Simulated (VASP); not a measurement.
# NdGaO2 (P6/mmm) in VASP: notebook

The runs below take NdGaO2 through single point, relaxation of cell and atoms, with PBE.

Program: VASP 6.6.1. These are calculated values, not measurements. Logs are shortened: lines on timing, memory, paths and dates and some standing lists are left out, and cuts for length are marked.

## Step 1: The cell of the first run

It takes space group P6/mmm (No. 191, hexagonal). The conventional cell has a = 3.815 Å, b = 3.815 Å, c = 5.713 Å, α = 90.00°, β = 90.00°, γ = 120.00°. Nd (site symmetry 6/mmm) has 2 Ga at 2.86 Å and 12 O at 3.61 Å and 6 Nd at 3.82 Å within 3.9 Å. Within 2.9 Å of Ga (site symmetry 6/mmm) lie 6 O at 2.20 Å and 2 Nd at 2.86 Å. Within 2.9 Å of O (site symmetry -6m2) lie 3 O at 2.20 Å and 3 Ga at 2.20 Å.

The cell was generated, and may not be a known phase.

## Step 2: Single point, PBE

Input file INCAR:

```
SYSTEM = NdGaO2
ALGO = Normal
EDIFF = 1E-6
ENCUT = 600
GGA = PE
GGA_COMPAT = .FALSE.
ISIF = 2
ISMEAR = 0
LASPH = .TRUE.
LCHARG = .TRUE.
LELF = .TRUE.
LMAXMIX = 6
LREAL = .FALSE.
LVHAR = .TRUE.
LWAVE = .FALSE.
NBANDS = 26
NELM = 200
PREC = Accurate
SIGMA = 0.1
```

Input file KPOINTS:

```
k-points
0
G
  6 6 4
  0 0 0
```

Input file POSCAR:

```
NdGaO2
1.0
    3.8150332650     -0.0000000029      0.0000000000
   -1.9075166300      3.3039157252      0.0000000000
    0.0000000000      0.0000000000      5.7132745913
Nd Ga O
1 1 2
Direct
    0.0000000000      0.0000000000      0.5000000000
    0.0000000000      0.0000000000      0.0000000000
    0.3333333333      0.6666666667      0.0000000000
    0.6666666667      0.3333333333      0.0000000000
```

Potentials or basis: VASP PAW PBE potentials, release 64 (Nd_3, Ga_d, O), 4f in core.

Command:

```bash
$ cat potpaw_PBE.64/Nd_3/POTCAR potpaw_PBE.64/Ga_d/POTCAR potpaw_PBE.64/O/POTCAR > POTCAR
$ mpirun -np 1 vasp_std > vasp.out
```

OUTCAR:

```text
SYSTEM = NdGaO2
   EDIFF = 1E-6
   ENCUT = 600
   GGA = PE
   ISIF = 2
   ISMEAR = 0
   LASPH = .TRUE.
   LREAL = .FALSE.
   NELM = 200
   PREC = Accurate

 ion  position               nearest neighbor table
   1  0.000  0.000  0.500-   2 2.86   2 2.86
   2  0.000  0.000  0.000-   3 2.20   4 2.20   3 2.20   4 2.20   4 2.20   3 2.20   1 2.86   1 2.86

   3  0.333  0.667  0.000-   2 2.20   2 2.20   2 2.20
   4  0.667  0.333  0.000-   2 2.20   2 2.20   2 2.20

  LATTYP: Found a hexagonal cell.
 ALAT       =     3.8150332650
 C/A-ratio  =     1.4975687483

  Lattice vectors:

 A1 = (   3.8150332650,  -0.0000000029,   0.0000000000)
 A2 = (  -1.9075166300,   3.3039157252,   0.0000000000)
 A3 = (   0.0000000000,   0.0000000000,   5.7132745913)

Analysis of symmetry for initial positions (statically):
=====================================================================
 Subroutine PRICEL returns:
 Original cell was already a primitive cell.

 Routine SETGRP: Setting up the symmetry group for a
 hexagonal supercell.

 Subroutine GETGRP returns: Found 24 space group operations
 (whereof 24 operations were pure point group operations)
 out of a pool of 24 trial point group operations.

The static configuration has the point symmetry D_6h.

Analysis of symmetry for dynamics (positions and initial velocities):
=====================================================================
 Subroutine PRICEL returns:
 Original cell was already a primitive cell.

 Routine SETGRP: Setting up the symmetry group for a
 hexagonal supercell.

 Subroutine GETGRP returns: Found 24 space group operations
 (whereof 24 operations were pure point group operations)
 out of a pool of 24 trial point group operations.

The dynamic configuration has the point symmetry D_6h.

 Subroutine INISYM returns: Found 24 space group operations
 (whereof 24 operations are pure point group operations),
 and found     1 'primitive' translations

----------------------------------------------------------------------------------------

                                     Primitive cell

  volume of cell :      72.0132

  direct lattice vectors                    reciprocal lattice vectors
     3.815033265 -0.000000003  0.000000000     0.262120912  0.151335579  0.000000000
    -1.907516630  3.303915725  0.000000000     0.000000000  0.302671159  0.000000000
     0.000000000  0.000000000  5.713274591     0.000000000  0.000000000  0.175030971

  length of vectors
     3.815033265  3.815033265  5.713274591     0.302671159  0.302671159  0.175030971

  position of ions in fractional coordinates (direct lattice)
     0.000000000  0.000000000  0.500000000
     0.000000000  0.000000000  0.000000000
     0.333333333  0.666666667  0.000000000
     0.666666667  0.333333333  0.000000000

  ion indices of the primitive-cell ions
   primitive index   ion index
                 1           1
                 2           2
                 3           3
                 4           4

----------------------------------------------------------------------------------------

 KPOINTS: k-points

Automatic generation of k-mesh.
 Grid dimensions read from file:
 generate k-points for:    6    6    4

 Generating k-lattice:

  Cartesian coordinates                     Fractional coordinates (reciprocal lattice)
     0.043686819  0.025222597  0.000000000     0.166666667  0.000000000  0.000000000
     0.000000000  0.050445193  0.000000000     0.000000000  0.166666667  0.000000000
     0.000000000  0.000000000  0.043757743     0.000000000  0.000000000  0.250000000

  Length of vectors
     0.050445193  0.050445193  0.043757743

  Shift w.r.t. Gamma in fractional coordinates (k-lattice)
     0.000000000  0.000000000  0.000000000

 Subroutine IBZKPT returns following result:
 ===========================================

 Found     21 irreducible k-points:

 Following reciprocal coordinates:
            Coordinates               Weight
  0.000000  0.000000  0.000000      1.000000
  0.166667 -0.000000  0.000000      6.000000
  0.333333 -0.000000  0.000000      6.000000
  0.500000 -0.000000  0.000000      3.000000
  0.166667  0.166667  0.000000      6.000000
  0.333333  0.166667  0.000000     12.000000
[... 13 lines left out ...]
  0.333333  0.166667  0.500000     12.000000
  0.333333  0.333333  0.500000      2.000000
   k-points           NKPTS =     21   k-points in BZ     NKDIM =     21   number of bands    NBANDS=     26
   number of dos      NEDOS =    301   number of ions     NIONS =      4
   total plane-waves  NPLWV =  43200
   dimension x,y,z NGX =    30 NGY =   30 NGZ =   48
   dimension x,y,z NGXF=    60 NGYF=   60 NGZF=   96
   ions per type =               1   1   2
   NGX,Y,Z   is equivalent  to a cutoff of  13.07, 13.07, 13.97 a.u.
   NGXF,Y,Z  is equivalent  to a cutoff of  26.15, 26.15, 27.93 a.u.
 SYSTEM =  NdGaO2
   PREC   = accura    normal or accurate (medium, high low for compatibility)
   ISTART =      0    job   : 0-new  1-cont  2-samecut
   ICHARG =      2    charge: 1-file 2-atom 10-const
   ISPIN  =      1    spin polarized calculation?
   LNONCOLLINEAR =      F non collinear calculations
   LSORBIT =      F    spin-orbit coupling
   LASPH  =      T    aspherical Exc in radial PAW
   ENCUT  =  600.0 eV  44.10 Ry    6.64 a.u.   7.62  7.62 11.41*2*pi/ulx,y,z
   NELM   =    200;   NELMIN=  2; NELMDL= -5     # of ELM steps
   EDIFF  = 0.1E-05   stopping-criterion for ELM
   LREAL  =      F    real-space projection
   EDIFFG = 0.1E-04   stopping-criterion for IOM
   NSW    =      0    number of steps for IOM
   IBRION =     -1    ionic relax: 0-MD 1-quasi-New 2-CG
   NFREE  =      0    steps in history (QN), initial steepest desc. (CG)
   ISIF   =      2    stress and relaxation
   ISYM   =      2    0-nonsym 1-usesym 2-fastsym
   POTIM  = 0.5000    time-step for ionic-motion
   TEBEG  =    0.0;   TEEND  =   0.0 temperature during run
   PSTRESS=    0.0 pullay stress
   NELECT =      36.0000    total number of electrons
   NUPDOWN=      -1.0000    fix difference up-down
   EMIN   =  10.00;   EMAX   =-10.00  energy-range for DOS
   EFERMI =   0.00;   METHOD = LEGACY
   ISMEAR =     0;   SIGMA  =   0.10  broadening in eV -4-tet -1-fermi 0-gaus
   EFERMI_NEDOS =   21; number of points for ismear=-14 and -15
   IALGO  =     38    algorithm
   IMIX   =      4    mixing-type and parameters
     AMIX     =   0.40;   BMIX     =  1.00
     AMIX_MAG =   1.60;   BMIX_MAG =  1.00
  volume/ion in A,a.u.               =      18.00       121.49
  Fermi-wavevector in a.u.,A,eV,Ry     =   1.299286  2.455295 22.968607  1.688145
  Thomas-Fermi vector in A             =   2.430560
   LORBIT       =      0    0 simple, 1 ext, 2 COOP (PROOUT), +10 PAW based schemes
   GGA     = PE    functional components
   LHFCALC =     F    Hartree Fock is set to
   AEXX    =    0.0000 exact exchange contribution
   IVDW    =     0    specifies the selected vdW correction
   LEPSILON=     F    determine dielectric tensor
   LRPA    =     F    only Hartree local field effects (RPA)
 non-spin polarized calculation
 Gauss-broadening in eV      SIGMA  =   0.10
  energy-cutoff  :      600.00
  volume of cell :       72.01
 maximum number of plane-waves:      2441
   NGX = 15   NGY = 15   NGZ = 23

 number of electron      35.9999998 magnetization

 Free energy of the ion-electron system (eV)
  ---------------------------------------------------
  ext. energy  EPLUGINS =         0.00000000
  ---------------------------------------------------
  free energy    TOTEN  =       -17.25980220 eV

  energy without entropy =      -17.22371243  energy(sigma->0) =      -17.24175731

 E-fermi :   3.7285     XC(G=0): -10.1235

 val. band max:        3.6729631063   @ k =   0.5000  -0.0000   0.5000
 cond. band min:       3.7380783551   @ k =   0.3333   0.1667   0.2500
 fundamental gap:      0.0651152488
 Fermi energy:         3.7285021605

 k-point     1 :       0.0000    0.0000    0.0000
  band No.  band energies     occupation
      1     -34.9024      2.00000
      2     -16.1411      2.00000
      3     -15.7111      2.00000
      4     -15.7111      2.00000
      5     -15.7057      2.00000
      6     -12.0714      2.00000
[... 18 lines left out ...]
     25       9.4077      0.00000
     26      11.9635      0.00000

 k-point     2 :       0.1667   -0.0000    0.0000
  band No.  band energies     occupation
      1     -34.8903      2.00000
      2     -16.1210      2.00000
      3     -15.8689      2.00000
      4     -15.7432      2.00000
      5     -15.4866      2.00000
      6     -12.4857      2.00000
[... 18 lines left out ...]
     25       9.7320      0.00000
     26      11.8371      0.00000

 k-point     3 :       0.3333   -0.0000    0.0000
  band No.  band energies     occupation
      1     -34.8662      2.00000
      2     -16.1322      2.00000
      3     -16.0804      2.00000
      4     -15.8064      2.00000
      5     -14.9584      2.00000
      6     -13.2096      2.00000
[... 18 lines left out ...]
     25       9.9819      0.00000
     26      11.2429      0.00000

 k-point     4 :       0.5000   -0.0000    0.0000
  band No.  band energies     occupation
      1     -34.8540      2.00000
      2     -16.2582      2.00000
      3     -16.0599      2.00000
      4     -15.8376      2.00000
      5     -14.4777      2.00000
      6     -13.7316      2.00000
[... 18 lines left out ...]
     25       9.5409      0.00000
     26      11.8390      0.00000
[... 409 lines left out ...]
      1     -34.8717      2.00000
      2     -16.1941      2.00000
      3     -16.0272      2.00000
      4     -15.8191      2.00000
      5     -15.0767      2.00000
      6     -13.0060      2.00000
[... 18 lines left out ...]
     25      12.1674      0.00000
     26      12.4780      0.00000

 k-point    20 :       0.3333    0.1667    0.5000
  band No.  band energies     occupation
      1     -34.8536      2.00000
      2     -16.1794      2.00000
      3     -16.1218      2.00000
      4     -15.9108      2.00000
      5     -14.5556      2.00000
      6     -13.6306      2.00000
[... 18 lines left out ...]
     25      10.1589      0.00000
     26      12.7166      0.00000

 k-point    21 :       0.3333    0.3333    0.5000
  band No.  band energies     occupation
      1     -34.8475      2.00000
      2     -16.1031      2.00000
      3     -16.0877      2.00000
      4     -16.0877      2.00000
      5     -14.0840      2.00000
      6     -14.0840      2.00000
[... 18 lines left out ...]
     25      11.5611      0.00000
     26      11.5611      0.00000

------------------------ aborting loop because EDIFF is reached ----------------------------------------

  FORCE on cell =-STRESS in cart. coord.  units (eV):
  Direction    XX          YY          ZZ          XY          YZ          ZX
  --------------------------------------------------------------------------------------
  -------------------------------------------------------------------------------------
  Total        0.1242474      0.1242474      0.0680600     -0.0000000      0.0000000      0.0000000
  in kB        2.7643022      2.7643022      1.5142250     -0.0000000      0.0000000      0.0000000
  external PRESSURE =       2.3476098 kB  Pullay stress =       0.0000000 kB

 VOLUME and BASIS-vectors are now :
 -----------------------------------------------------------------------------
  energy-cutoff  :      600.00
  volume of cell :       72.01
      direct lattice vectors                 reciprocal lattice vectors
     3.815033265 -0.000000003  0.000000000     0.262120912  0.151335579  0.000000000
    -1.907516630  3.303915725  0.000000000     0.000000000  0.302671159  0.000000000
     0.000000000  0.000000000  5.713274591     0.000000000  0.000000000  0.175030971

 POSITION                                       TOTAL-FORCE (eV/Angst)
 -----------------------------------------------------------------------------------
      0.00000      0.00000      2.85664         0.000000     -0.000000      0.000000
      0.00000      0.00000      0.00000         0.000000     -0.000000      0.000000
      0.00000      2.20261      0.00000         0.000000     -0.000000     -0.000000
      1.90752      1.10131      0.00000        -0.000000      0.000000      0.000000
 -----------------------------------------------------------------------------------
    total drift:                               -0.000000      0.000000      0.000000

  FREE ENERGIE OF THE ION-ELECTRON SYSTEM (eV)
  ---------------------------------------------------
  free  energy   TOTEN  =       -17.2598021961 eV

  energy  without entropy=      -17.2237124330  energy(sigma->0) =      -17.24175731
```

It took 45 s on 1 thread of Intel Xeon Platinum 8375C at 2.90GHz (Ice Lake), shared host; peak memory 0.22 GiB.

What came out:

```yaml
Free_energy: -17.2598 eV
Pressure: 0.2 GPa
Band_gap_on_the_k_mesh: zero (bands 18 and 19 overlap by 1.47 eV)
```

Stress tensor (GPa, compression positive):
```
0.28 0.00 0.00
0.00 0.28 0.00
0.00 0.00 0.15
```

Levels at points of the mesh, in eV from the Fermi level:
```
           k point  band 14  band 15  band 16  band 17  band 18  band 19  band 20  band 21  band 22  band 23
(0.00, 0.00, 0.00)    -4.20    -3.26    -2.32    -2.32    -2.07    -1.20     1.46     1.46     3.12     3.12
(0.50, 0.00, 0.00)    -3.60    -2.45    -1.55    -0.99    -0.08     0.32     1.53     2.41     2.69     2.92
(0.00, 0.00, 0.50)    -4.19    -2.40    -2.40    -1.69    -1.67    -1.21     0.90     1.38     1.38     3.24
(0.50, 0.00, 0.50)    -3.29    -3.04    -1.68    -0.78    -0.07    -0.06     0.48     1.91     2.63     3.54
```

Caveat: spin-orbit coupling is left out, which moves the levels of the heavy elements; the 4f electrons are frozen in the core, so they carry no moment and show no levels; the run has no spin polarisation, though such a crystal can be magnetic. With open d or f shells a metallic result of PBE can be an artefact of self-interaction; +U or a hybrid may open a gap.

[end of part 1 of 2]

The gap in the log of VASP goes by the Fermi energy; the results here count the filled bands.